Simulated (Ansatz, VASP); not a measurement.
# Rh in VASP and in Ansatz

The input INCAR:

```
  ALGO = Normal
  EDIFF = 1E-8
  ENCUT = 520
  GGA = PE
  ISIF = 2
  ISMEAR = -1
  LASPH = T
  LCHARG = F
  LEFG = T
  LREAL = F
  LWAVE = F
  NBANDS = 14
  NELM = 80
  PREC = Accurate
  SIGMA = 0.05
```

File KPOINTS:

```
k-points
0
Gamma
  16 16 16
```

The input POSCAR:

```
Rh
1.0
   -1.5092017770      1.5092017770      1.5092017770
    1.5092017770     -1.5092017770      1.5092017770
    1.5092017770      1.5092017770     -1.5092017770
Rh
1
Direct
    0.0000000000      0.0000000000      0.0000000000
```

Input for Ansatz:

```yaml
crystal:
  lattice:
    - [-1.509201777, 1.509201777, 1.509201777]
    - [1.509201777, -1.509201777, 1.509201777]
    - [1.509201777, 1.509201777, -1.509201777]
  atoms:
    - { symbol: Rh, position: [0.0, 0.0, 0.0] }
kpoints:
  mp_grid: { grid: [16, 16, 16] }
scf:
  occupations: { method: fermi_dirac, width: 0.05 }
hamiltonian:
  xc: pbe
  pseudopotentials: { kind: paw }
output:
  forces: true
  stress: true
  eigenvalues: true
  efg: { contact_densities: true }
```

Change from the starting cell: volume scaled by 0.95, PAW files.

Alike in both runs: task electric field gradients; functional PBE; k mesh 16 × 16 × 16; occupations fermi-dirac, width 0.05 eV; no spin polarisation.

```csv
,VASP,Ansatz
version,VASP 6.6.1,Ansatz 0.2.0
potentials or method,"VASP PAW PBE potentials, release 64 (Rh_pv)","PAW with Ansatz's default frozen-core files, scalar-relativistic"
plane-wave cutoff (eV),520,420
valence electrons in the cell,15,17
```

|  | VASP | Ansatz | Ansatz less VASP |
| --- | --- | --- | --- |
| pressure (GPa) | 13.7 | 13.7 | -0.05 |

VASP's potentials hold 15 valence electrons a cell and Ansatz's 17, so a difference there can come from the potentials and not from the codes.
